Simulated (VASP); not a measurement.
A run of VASP 6.6.1 is set up as follows.

File INCAR:

```
  PREC = Accurate
  ENCUT = 700
  EDIFF = 1E-6
  ISMEAR = -1
  SIGMA = 0.05
  LREAL = F
  LASPH = T
  NELM = 120
  ALGO = Normal
  ISIF = 2
  LWAVE = F
  LCHARG = F
  GGA = PE
  NBANDS = 30
  GGA_COMPAT = F
```

File KPOINTS:

```
Automatic mesh
0
Gamma
  5 5 8
```

POSCAR

```
CoCl2O2
1.0
    3.5808710000     -3.9269530000      0.0000000000
    3.5808710000      3.9269530000      0.0000000000
   -0.4203970000      0.0000000000      3.4576140000
Co Cl O
1 2 2
Direct
    0.0000000000      0.0000000000      0.0000000000
    0.7655230000      0.7655230000      0.4279410000
    0.2344770000      0.2344770000      0.5720590000
    0.7918370000      0.2081630000      0.0000000000
    0.2081630000      0.7918370000      0.0000000000
```

Potentials or basis: VASP PAW PBE potentials, release 64 (Co_sv, Cl, O).

Command:

```sh
$ cat potpaw_PBE.64/Co_sv/POTCAR potpaw_PBE.64/Cl/POTCAR potpaw_PBE.64/O/POTCAR > POTCAR
$ mpirun -np 1 vasp_std > vasp.out
```

(1) Predict the largest force.

(2) What does it give for the band gap on the k mesh?

(3) Predict the pressure.

## Answers

(1) 0.559 eV/Å.

(2) zero (an odd number of electrons rules out a gap without spin polarisation).

(3) -2.1 GPa.

Caveat: an odd number of electrons without spin polarisation forces a metal; a magnetic or distorted state may lie lower; the run has no spin polarisation, though such a crystal can be magnetic; semilocal functionals often make such compounds metallic where correlation or magnetic order opens a gap, which also shifts bond lengths.
